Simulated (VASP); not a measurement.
# Al3WO2 (P-3m1) in VASP: a series of runs

The runs below take Al3WO2 through single point, with PBE.

Everything below comes from runs of VASP 6.6.1. Logs are shortened: lines on timing, memory, paths and dates and some standing lists are left out, and cuts for length are marked.

## (1) The cell of the first run

It takes space group P-3m1 (No. 164, trigonal). Conventional cell: a = 3.190 Å, b = 3.190 Å, c = 7.649 Å, α = 90.00°, β = 90.00°, γ = 120.00°. Within 2.7 Å of Al (site symmetry 3m) lie 4 O at 2.03 to 2.52 Å and 3 Al at 2.50 Å. Within 2.7 Å of Al (site symmetry -3m) lie 6 O at 2.03 Å and 6 Al at 2.50 Å. Within 3.7 Å of W (site symmetry -3m) lie 6 Al at 2.82 Å and 6 W at 3.19 Å and 6 O at 3.51 Å. O (site symmetry 3m) has 7 Al at 2.03 to 2.52 Å and 3 O at 2.50 Å within 2.7 Å.

## (2) Single point, PBE

Input file INCAR:

```
PREC = Accurate
ENCUT = 520
EDIFF = 1E-6
ISMEAR = 0
SIGMA = 0.1
LREAL = F
LASPH = T
NELM = 60
ALGO = Normal
ISIF = 2
LWAVE = F
LCHARG = F
GGA = PE
NBANDS = 26
```

Input file KPOINTS:

```
Automatic mesh
0
Gamma
  6 6 2
```

Input file POSCAR:

```
Al3WO2
1.0
    3.1902504700      0.0000000000      0.0000000000
   -1.5951252400      2.7628379500      0.0000000000
    0.0000000000      0.0000000000      7.6490918100
Al W O
3 1 2
Direct
    0.3333333300      0.6666666700      0.7200648400
    0.6666666700      0.3333333300      0.2799351600
    0.0000000000      0.0000000000      0.5000000000
    0.0000000000      0.0000000000      0.0000000000
    0.3333333300      0.6666666700      0.3899675800
    0.6666666700      0.3333333300      0.6100324200
```

Potentials or basis: VASP PAW PBE potentials, release 64 (Al, W_sv, O).

On the command line:

```bash
cat potpaw_PBE.64/Al/POTCAR potpaw_PBE.64/W_sv/POTCAR potpaw_PBE.64/O/POTCAR > POTCAR
mpirun -np 1 vasp_std > vasp.out
```

OUTCAR:

```text
PREC = Accurate
   ENCUT = 520
   EDIFF = 1E-6
   ISMEAR = 0
   LREAL = F
   LASPH = T
   NELM = 60
   ISIF = 2
   GGA = PE

 ion  position               nearest neighbor table
   1  0.333  0.667  0.720-   6 2.03   6 2.03   6 2.03   3 2.50   3 2.50   3 2.50   5 2.52   4 2.82
                             4 2.82   4 2.82
   2  0.667  0.333  0.280-   5 2.03   5 2.03   5 2.03   3 2.50   3 2.50   3 2.50   6 2.52   4 2.82
                             4 2.82   4 2.82
   3  0.000  0.000  0.500-   5 2.03   6 2.03   6 2.03   5 2.03   6 2.03   5 2.03   1 2.50   2 2.50
                             1 2.50   2 2.50   2 2.50   1 2.50
   4  0.000  0.000  0.000-   1 2.82   2 2.82   2 2.82   1 2.82   2 2.82   1 2.82
   5  0.333  0.667  0.390-   2 2.03   2 2.03   3 2.03   3 2.03   3 2.03   2 2.03   1 2.52
   6  0.667  0.333  0.610-   1 2.03   1 2.03   3 2.03   3 2.03   3 2.03   1 2.03   2 2.52

  LATTYP: Found a hexagonal cell.
 ALAT       =     3.1902504700
 C/A-ratio  =     2.3976461666

  Lattice vectors:

 A1 = (   3.1902504700,   0.0000000000,   0.0000000000)
 A2 = (  -1.5951252400,   2.7628379500,   0.0000000000)
 A3 = (   0.0000000000,   0.0000000000,   7.6490918100)

Analysis of symmetry for initial positions (statically):
=====================================================================
 Subroutine PRICEL returns:
 Original cell was already a primitive cell.

 Routine SETGRP: Setting up the symmetry group for a
 hexagonal supercell.

 Subroutine GETGRP returns: Found 12 space group operations
 (whereof 12 operations were pure point group operations)
 out of a pool of 24 trial point group operations.

The static configuration has the point symmetry D_3d.

Analysis of symmetry for dynamics (positions and initial velocities):
=====================================================================
 Subroutine PRICEL returns:
 Original cell was already a primitive cell.

 Routine SETGRP: Setting up the symmetry group for a
 hexagonal supercell.

 Subroutine GETGRP returns: Found 12 space group operations
 (whereof 12 operations were pure point group operations)
 out of a pool of 24 trial point group operations.

The dynamic configuration has the point symmetry D_3d.

 Subroutine INISYM returns: Found 12 space group operations
 (whereof 12 operations are pure point group operations),
 and found     1 'primitive' translations

----------------------------------------------------------------------------------------

                                     Primitive cell

  volume of cell :      67.4202

  direct lattice vectors                    reciprocal lattice vectors
     3.190250470  0.000000000  0.000000000     0.313455012  0.180973336  0.000000000
    -1.595125240  2.762837950  0.000000000     0.000000000  0.361946672  0.000000000
     0.000000000  0.000000000  7.649091810     0.000000000  0.000000000  0.130734475

  length of vectors
     3.190250470  3.190250471  7.649091810     0.361946672  0.361946672  0.130734475

  position of ions in fractional coordinates (direct lattice)
     0.333333330  0.666666670  0.720064840
     0.666666670  0.333333330  0.279935160
     0.000000000  0.000000000  0.500000000
     0.000000000  0.000000000  0.000000000
     0.333333330  0.666666670  0.389967580
     0.666666670  0.333333330  0.610032420

  ion indices of the primitive-cell ions
   primitive index   ion index
                 1           1
                 2           2
                 3           3
                 4           4
                 5           5
                 6           6

----------------------------------------------------------------------------------------

 KPOINTS: Automatic mesh

Automatic generation of k-mesh.
 Grid dimensions read from file:
 generate k-points for:    6    6    2

 Generating k-lattice:

  Cartesian coordinates                     Fractional coordinates (reciprocal lattice)
     0.052242502  0.030162223  0.000000000     0.166666667  0.000000000  0.000000000
     0.000000000  0.060324445  0.000000000     0.000000000  0.166666667  0.000000000
     0.000000000  0.000000000  0.065367237     0.000000000  0.000000000  0.500000000

  Length of vectors
     0.060324445  0.060324445  0.065367237

  Shift w.r.t. Gamma in fractional coordinates (k-lattice)
     0.000000000  0.000000000  0.000000000

 Subroutine IBZKPT returns following result:
 ===========================================

 Found     14 irreducible k-points:

 Following reciprocal coordinates:
            Coordinates               Weight
  0.000000  0.000000  0.000000      1.000000
  0.166667  0.000000  0.000000      6.000000
  0.333333  0.000000  0.000000      6.000000
  0.500000  0.000000  0.000000      3.000000
  0.166667  0.166667  0.000000      6.000000
  0.333333  0.166667  0.000000     12.000000
  0.333333  0.333333  0.000000      2.000000
  0.000000  0.000000  0.500000      1.000000
  0.166667  0.000000  0.500000      6.000000
  0.333333  0.000000  0.500000      6.000000
  0.500000  0.000000  0.500000      3.000000
  0.166667  0.166667  0.500000      6.000000
  0.333333  0.166667  0.500000     12.000000
  0.333333  0.333333  0.500000      2.000000
   k-points           NKPTS =     14   k-points in BZ     NKDIM =     14   number of bands    NBANDS=     26
   number of dos      NEDOS =    301   number of ions     NIONS =      6
   total plane-waves  NPLWV =  34560
   dimension x,y,z NGX =    24 NGY =   24 NGZ =   60
   dimension x,y,z NGXF=    48 NGYF=   48 NGZF=  120
   ions per type =               3   1   2
   NGX,Y,Z   is equivalent  to a cutoff of  12.51, 12.51, 13.04 a.u.
   NGXF,Y,Z  is equivalent  to a cutoff of  25.01, 25.01, 26.08 a.u.
 SYSTEM =  unknown system
   PREC   = accura    normal or accurate (medium, high low for compatibility)
   ISTART =      0    job   : 0-new  1-cont  2-samecut
   ICHARG =      2    charge: 1-file 2-atom 10-const
   ISPIN  =      1    spin polarized calculation?
   LNONCOLLINEAR =      F non collinear calculations
   LSORBIT =      F    spin-orbit coupling
   LASPH  =      T    aspherical Exc in radial PAW
   ENCUT  =  520.0 eV  38.22 Ry    6.18 a.u.   5.93  5.93 14.22*2*pi/ulx,y,z
   NELM   =     60;   NELMIN=  2; NELMDL= -5     # of ELM steps
   EDIFF  = 0.1E-05   stopping-criterion for ELM
   LREAL  =      F    real-space projection
   EDIFFG = 0.1E-04   stopping-criterion for IOM
   NSW    =      0    number of steps for IOM
   IBRION =     -1    ionic relax: 0-MD 1-quasi-New 2-CG
   NFREE  =      0    steps in history (QN), initial steepest desc. (CG)
   ISIF   =      2    stress and relaxation
   ISYM   =      2    0-nonsym 1-usesym 2-fastsym
   POTIM  = 0.5000    time-step for ionic-motion
   TEBEG  =    0.0;   TEEND  =   0.0 temperature during run
   PSTRESS=    0.0 pullay stress
   NELECT =      35.0000    total number of electrons
   NUPDOWN=      -1.0000    fix difference up-down
   EMIN   =  10.00;   EMAX   =-10.00  energy-range for DOS
   EFERMI =   0.00;   METHOD = LEGACY
   ISMEAR =     0;   SIGMA  =   0.10  broadening in eV -4-tet -1-fermi 0-gaus
   EFERMI_NEDOS =   21; number of points for ismear=-14 and -15
   IALGO  =     38    algorithm
   IMIX   =      4    mixing-type and parameters
     AMIX     =   0.40;   BMIX     =  1.00
     AMIX_MAG =   1.60;   BMIX_MAG =  1.00
  volume/ion in A,a.u.               =      11.24        75.83
  Fermi-wavevector in a.u.,A,eV,Ry     =   1.315732  2.486373 23.553741  1.731151
  Thomas-Fermi vector in A             =   2.445894
   LORBIT       =      0    0 simple, 1 ext, 2 COOP (PROOUT), +10 PAW based schemes
   GGA     = PE    functional components
   LHFCALC =     F    Hartree Fock is set to
   AEXX    =    0.0000 exact exchange contribution
   IVDW    =     0    specifies the selected vdW correction
   LEPSILON=     F    determine dielectric tensor
   LRPA    =     F    only Hartree local field effects (RPA)
 non-spin polarized calculation
 Gauss-broadening in eV      SIGMA  =   0.10
  energy-cutoff  :      520.00
  volume of cell :       67.42
 maximum number of plane-waves:      1836
 NGX is ok and might be reduce to    24
   NGX = 11   NGY = 11   NGZ = 29

 number of electron      34.9999997 magnetization

 Free energy of the ion-electron system (eV)
  ---------------------------------------------------
  ext. energy  EPLUGINS =         0.00000000
  ---------------------------------------------------
  free energy    TOTEN  =       -34.25039475 eV

  energy without entropy =      -34.22376272  energy(sigma->0) =      -34.23707873

 E-fermi :  10.8376     XC(G=0): -11.9717

 val. band max:       10.8368196709   @ k =   0.3333   0.1667   0.0000
 cond. band min:      10.8417892514   @ k =   0.1667   0.0000   0.0000
 fundamental gap:      0.0049695805
 Fermi energy:        10.8375909194

 k-point     1 :       0.0000    0.0000    0.0000
  band No.  band energies     occupation
      1     -63.2024      2.00000
      2     -27.3422      2.00000
      3     -27.1922      2.00000
      4     -27.1922      2.00000
      5     -13.7961      2.00000
      6     -11.5066      2.00000
[... 18 lines left out ...]
     25      16.1771      0.00000
     26      18.6126      0.00000

 k-point     2 :       0.1667    0.0000    0.0000
  band No.  band energies     occupation
      1     -63.1987      2.00000
      2     -27.3324      2.00000
      3     -27.2617      2.00000
      4     -27.2091      2.00000
      5     -13.5370      2.00000
      6     -11.4705      2.00000
[... 18 lines left out ...]
     25      16.9600      0.00000
     26      18.5023      0.00000

 k-point     3 :       0.3333    0.0000    0.0000
  band No.  band energies     occupation
      1     -63.1914      2.00000
      2     -27.3984      2.00000
      3     -27.3127      2.00000
      4     -27.2428      2.00000
      5     -12.8847      2.00000
      6     -11.4980      2.00000
[... 282 lines left out ...]
 k-point    13 :       0.3333    0.1667    0.5000
  band No.  band energies     occupation
      1     -63.1878      2.00000
      2     -27.4312      2.00000
      3     -27.3028      2.00000
      4     -27.2949      2.00000
      5     -12.4163      2.00000
      6     -11.6318      2.00000
[... 18 lines left out ...]
     25      15.7279      0.00000
     26      17.8395      0.00000

 k-point    14 :       0.3333    0.3333    0.5000
  band No.  band energies     occupation
      1     -63.1860      2.00000
      2     -27.3845      2.00000
      3     -27.3845      2.00000
      4     -27.2979      2.00000
      5     -11.9359      2.00000
      6     -11.9359      2.00000
[... 18 lines left out ...]
     25      15.0032      0.00000
     26      17.1660      0.00000

------------------------ aborting loop because EDIFF is reached ----------------------------------------

  FORCE on cell =-STRESS in cart. coord.  units (eV):
  Direction    XX          YY          ZZ          XY          YZ          ZX
  --------------------------------------------------------------------------------------
  -------------------------------------------------------------------------------------
  Total        6.1653496      6.1653496     16.6070602     -0.0000000      0.0000000      0.0000000
  in kB      146.5136960    146.5136958    394.6510616     -0.0000003      0.0000000      0.0000000
  external PRESSURE =     229.2261511 kB  Pullay stress =       0.0000000 kB

 VOLUME and BASIS-vectors are now :
 -----------------------------------------------------------------------------
  energy-cutoff  :      520.00
  volume of cell :       67.42
      direct lattice vectors                 reciprocal lattice vectors
     3.190250470  0.000000000  0.000000000     0.313455012  0.180973336  0.000000000
    -1.595125240  2.762837950  0.000000000     0.000000000  0.361946672  0.000000000
     0.000000000  0.000000000  7.649091810     0.000000000  0.000000000  0.130734475

 POSITION                                       TOTAL-FORCE (eV/Angst)
 -----------------------------------------------------------------------------------
     -0.00000      1.84189      5.50784        -0.000000      0.000000      6.188509
      1.59513      0.92095      2.14125         0.000000     -0.000000     -6.188509
      0.00000      0.00000      3.82455        -0.000000      0.000000      0.000000
      0.00000      0.00000      0.00000        -0.000000      0.000000      0.000000
     -0.00000      1.84189      2.98290        -0.000000      0.000000      1.334071
      1.59513      0.92095      4.66619         0.000000      0.000000     -1.334071
 -----------------------------------------------------------------------------------
    total drift:                               -0.000000      0.000000     -0.000000

  FREE ENERGIE OF THE ION-ELECTRON SYSTEM (eV)
  ---------------------------------------------------
  free  energy   TOTEN  =       -34.2503947523 eV

  energy  without entropy=      -34.2237627174  energy(sigma->0) =      -34.23707873
```

It took 9.8 s on 1 thread of Intel Xeon 6975P-C (Granite Rapids), shared host; peak memory 0.18 GiB.

Results:

| Quantity | Value |
| --- | --- |
| Free energy | -34.2504 eV |
| Pressure | 22.9 GPa |
| Largest force | 6.189 eV/Å |

Forces on the atoms (eV/Å):
```
Al   0.000  0.000  6.189
Al   0.000  0.000 -6.189
Al   0.000  0.000  0.000
W    0.000  0.000  0.000
O    0.000  0.000  1.334
O    0.000  0.000 -1.334
```

Stress tensor (GPa, compression positive):
```
14.65  0.00  0.00
 0.00 14.65  0.00
 0.00  0.00 39.47
```

Caveat: the k points lie up to 0.41 Å⁻¹ apart; spin-orbit coupling is left out, which moves the levels of the heavy elements; an odd number of electrons without spin polarisation forces a metal; a magnetic or distorted state may lie lower.

(Part 1 of 2 ends here.)
